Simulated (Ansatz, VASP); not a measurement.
# Two plane-wave programs on MoS2

File INCAR:

```
SYSTEM = MoS2
ALGO = Normal ; EDIFF = 1E-7
ENCUT = 520 ; GGA = PE
ISIF = 2 ; ISMEAR = 0
IVDW = 12 ; LASPH = .True.
LCHARG = .True. ; LELF = .True.
LREAL = .False. ; LVHAR = .True.
LWAVE = .False. ; NBANDS = 35
NELM = 100 ; PREC = Accurate
SIGMA = 0.05
```

File KPOINTS:

```
k-points
0
Gamma
  12 12 4
  0 0 0
```

Contents of POSCAR:

```
MoS2
1.0
    3.1493511256      0.0000000000      0.0000000000
   -1.5746755628      2.7274180802      0.0000000000
    0.0000000000      0.0000000000     12.0907538840
Mo S
2 4
Direct
    0.3333333333      0.6666666667      0.2432978649
    0.6666666667      0.3333333333      0.7567021351
    0.3333333333      0.6666666667      0.6101520902
    0.6666666667      0.3333333333      0.1308290474
    0.3333333333      0.6666666667      0.8691709526
    0.6666666667      0.3333333333      0.3898479098
```

Input for Ansatz:

```yaml
crystal:
  lattice:
    - [3.1493511256, 0.0, 0.0]
    - [-1.5746755628, 2.7274180802, 0.0]
    - [0.0, 0.0, 12.090753884]
  atoms:
    - { symbol: Mo, position: [0.3333333333, 0.6666666667, 0.2432978649] }
    - { symbol: Mo, position: [0.6666666667, 0.3333333333, 0.7567021351] }
    - { symbol: S, position: [0.3333333333, 0.6666666667, 0.6101520902] }
    - { symbol: S, position: [0.6666666667, 0.3333333333, 0.1308290474] }
    - { symbol: S, position: [0.3333333333, 0.6666666667, 0.8691709526] }
    - { symbol: S, position: [0.6666666667, 0.3333333333, 0.3898479098] }
basis:
  ecutwfc: 420
kpoints:
  mp_grid: { grid: [12, 12, 4] }
hamiltonian:
  xc: pbe
  dispersion: d3bj
scf:
  occupations: { method: gaussian, width: 0.05 }
output:
  forces: true
  stress: true
  eigenvalues: true
```

Change from the starting cell: mode 18 (469.1 1/cm) frozen in, largest displacement +0.125 Å.

Alike in both runs: task single point; functional PBE; dispersion D3(BJ); k mesh 12 × 12 × 4; occupations gaussian, width 0.05 eV; no spin polarisation.

|  | VASP | Ansatz |
| --- | --- | --- |
| version | VASP 6.6.1 | Ansatz 0.2.0 |
| potentials or method | VASP PAW PBE potentials, release 64 (Mo_sv, S), cutoff 520 eV | scalar-relativistic, plane waves, PAW |
| valence electrons in the cell | 52 | 52 |

Ansatz gave:

```
gap on the k mesh at the Fermi level (eV)                     : none
pressure (GPa)                                                : 4.1
traceless stress, the component that is largest in VASP (GPa) : -0.94
rms of the force components (eV/Å)                            : 2.512
```

Question: Which values does VASP return?

Answer: gap on the k mesh at the Fermi level (eV): none; pressure (GPa): 3.9; traceless stress, the component that is largest in VASP (GPa): -0.96; rms of the force components (eV/Å): 2.509.

Atom by atom the forces differ by 0.008 eV/Å (rms over components). A gap of «none» marks a metal or a gap that the smearing closes.
